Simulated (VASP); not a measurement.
Write the native input for VASP 6.6.1 that does the following.

```yaml
Task: single point
Functional: BLYP
Potentials_or_basis: VASP PAW PBE potentials, release 64 (Bi_d, Se)
Cutoff: 520 eV
k_mesh: 8 × 8 × 8
Occupations: fermi-dirac, width 0.05 eV
Spin: no spin polarisation
Dipole_correction: no
Further_INCAR_settings: ALGO = Normal; EDIFF = 1e-06; NBANDS = 32
```

The structure of Bi2Se3 lies in POSCAR:

```
Bi2Se3
1.0
    2.0715000000      1.1959810826      9.5453333333
   -2.0715000000      1.1959810826      9.5453333333
    0.0000000000     -2.3919621653      9.5453333333
Bi Se
2 3
Direct
    0.5992000000      0.5992000000      0.5992000000
    0.4008000000      0.4008000000      0.4008000000
    0.7883000000      0.7883000000      0.7883000000
    0.2117000000      0.2117000000      0.2117000000
    0.0000000000      0.0000000000      0.0000000000
```

One way to write it, as run:

INCAR

```
AGGAC = 1.0
AGGAX = 1.0
ALDAC = 0.0
ALDAX = 1.0
ALGO = Normal
EDIFF = 1E-6
ENCUT = 520
GGA = B5
ISIF = 2
ISMEAR = -1
LASPH = True
LCHARG = False
LREAL = False
LWAVE = False
NBANDS = 32
NELM = 80
PREC = Accurate
SIGMA = 0.05
```

KPOINTS

```
k-points
0
Gamma
  8 8 8
```

Potentials or basis: VASP PAW PBE potentials, release 64 (Bi_d, Se).

Run with:

```sh
$ cat potpaw_PBE.64/Bi_d/POTCAR potpaw_PBE.64/Se/POTCAR > POTCAR
$ mpirun -np 1 vasp_std > vasp.out
```

It gave:

```json
{
  "Pressure": "6.5 GPa",
  "Largest force": "0.344 eV/Å",
  "Band gap on the k mesh": "0.26 eV"
}
```

Caveat: the cell stands under pressure; the PAW data sets were made with another functional, which shifts forces and pressure a little; spin-orbit coupling is left out, which moves the levels of the heavy elements.

Run time: 17 min on 1 thread of Intel(R) Xeon(R) Platinum 8488C (Sapphire Rapids) (shared host), peak memory 1 GiB.
